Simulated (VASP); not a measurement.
## InP: single point with r2SCAN

The system is InP.

```
In P
1.0
     0.00000    3.01842    2.93050
     2.93050    0.00000    2.93050
     2.93050    3.01842    0.00000
In P
1 1
Direct
  0.00000 0.00000 0.00000
  0.75000 0.75000 0.75000
```

This cell differs from its parent crystal: strain +0.0300 x Voigt [0, 1, 0, 0, 0, 0].

```
Program             : VASP 6.6.1
Task                : single point
Functional          : r2SCAN
Potentials or basis : VASP PAW PBE potentials, release 64 (In_d, P)
Cutoff              : 520 eV
k mesh              : 8 × 8 × 8
Occupations         : gaussian, width 0.05 eV
Spin                : no spin polarisation
```

The pressure is -0.5 GPa. The band gap on the k mesh is 0.94 eV.

Stress tensor (GPa, compression positive):
```
-0.07  0.00  0.00
 0.00 -1.48  0.00
 0.00  0.00 -0.07
```

Levels at points of the mesh, in eV from the valence-band top:
```tsv
k point	band 6	band 7	band 8	band 9	band 10	band 11	band 12	band 13
(0.00, 0.00, 0.00)	-11.84	-0.15	0.00	0.00	0.94	4.38	4.38	4.43
(0.50, 0.00, 0.00)	-10.14	-5.77	-1.11	-0.91	1.72	5.02	5.21	7.44
(0.50, 0.50, 0.00)	-9.46	-5.73	-2.42	-2.40	1.95	2.41	9.72	9.92
(0.50, 0.00, 0.50)	-9.56	-5.92	-2.24	-2.24	2.12	2.68	9.44	10.07
```

It took 2.6 min on 1 thread of Intel Xeon 8259CL (shared host), peak memory 0.21 GiB.

Caveat: the cell differs from its parent crystal (strain +0.0300 x Voigt [0, 1, 0, 0, 0, 0]); the PAW data sets were made with another functional, which shifts forces and pressure a little; spin-orbit coupling is left out, which moves the levels of the heavy elements.
